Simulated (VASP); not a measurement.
The system is BN.

```
N B
1.0
     2.51942    0.00000    0.00000
    -1.25971    2.18188    0.00000
     0.00000    0.00000    4.16973
N B
2 2
Cartesian
  0.0000 1.4546 0.5224
  1.2597 0.7273 2.6072
  0.0000 1.4546 2.0837
  1.2597 0.7273 4.1686
```

Base run:

* Program: VASP 6.6.1
* Functional: LDA
* Potentials or basis: VASP PAW LDA potentials, release 64 (N, B)
* Cutoff: 520 eV
* k mesh: 12 × 12 × 6
* Occupations: fermi-dirac, width 0.05 eV
* Spin: no spin polarisation

Its results: band gap on the k mesh 4.90 eV, indirect (least direct gap 8.30 eV); pressure 2.7 GPa; largest force 0.011 eV/Å.

**Question.** The run is repeated on the same cell with these changes: potentials or basis from VASP PAW LDA potentials, release 64 (N, B) to VASP PAW LDA potentials, release 64 (N_h, B_h); cutoff from 520 eV to 910 eV. What comes out?

**Answer.** Band gap on the k mesh 4.90 eV, indirect (least direct gap 8.30 eV); pressure 2.2 GPa; largest force 0.011 eV/Å.

Caveats: the cutoff is under 1.25 times the usual one of these potentials, so pressure, stress and relaxed cells hold a basis-set (Pulay) error (some runs).

A k mesh can miss the band edges.
